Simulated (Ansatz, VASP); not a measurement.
**SnO: VASP beside Ansatz**

INCAR

```
SYSTEM = SnO
ALGO = Normal ; EDIFF = 1E-6
ENCUT = 520 ; ISIF = 2
ISMEAR = 0 ; LASPH = .TRUE.
LCHARG = .FALSE. ; LREAL = .FALSE.
LWAVE = .FALSE. ; NBANDS = 28
NELM = 60 ; PREC = Accurate
SIGMA = 0.15
```

File KPOINTS:

```
k-points
0
G
  10 10 8
  0 0 0
```

The input POSCAR:

```
SnO
1.0
    4.0306000000      0.0000000000      0.0000000000
    0.0000000000      4.0306000000      0.0000000000
    0.0000000000      0.0000000000      4.8415000000
Sn O
2 2
Direct
    0.0000000000      0.5000000000      0.2457459271
    0.5000000000      0.0000000000      0.7542540729
    0.0000000000      0.0000000000      0.0000000000
    0.5000000000      0.5000000000      0.0000000000
```

Input for Ansatz:

```yaml
crystal:
  lattice:
    - [4.0306, 0.0, 0.0]
    - [0.0, 4.0306, 0.0]
    - [0.0, 0.0, 4.8415]
  atoms:
    - { symbol: Sn, position: [0.0, 0.5, 0.2457459271] }
    - { symbol: Sn, position: [0.5, 0.0, 0.7542540729] }
    - { symbol: O, position: [0.0, 0.0, 0.0] }
    - { symbol: O, position: [0.5, 0.5, 0.0] }
basis:
  ecutwfc: 520.0
kpoints:
  mp_grid: { grid: [10, 10, 8] }
hamiltonian:
  xc: lda
scf:
  occupations: { method: gaussian, width: 0.15 }
output:
  forces: true
  stress: true
  eigenvalues: true
```

Alike in both runs: task single point; functional LDA; k mesh 10 × 10 × 8; occupations gaussian, width 0.15 eV; no spin polarisation.

|  | VASP | Ansatz |
| --- | --- | --- |
| version | VASP 6.6.1 | Ansatz 0.2.0 |
| potentials or method | VASP PAW LDA potentials, release 64 (Sn_d, O), cutoff 520 eV | scalar-relativistic, plane waves, PAW |
| valence electrons in the cell | 40 | 40 |

```tsv
	VASP	Ansatz	Ansatz less VASP
gap on the k mesh at the Fermi level (eV)	0.47	0.49	+0.019
least direct gap on the mesh (eV)	1.89	1.92	+0.027
pressure (GPa)	-12.7	-12.9	-0.17
traceless stress, the component that is largest in VASP (GPa)	3.00	2.98	-0.018
rms of the force components (eV/Å)	0.688	0.719	+0.0312
```

LDA's correlation is that of Perdew and Zunger in VASP and of Perdew and Wang (1992) in Ansatz. Atom by atom the forces differ by 0.031 eV/Å (rms over components).
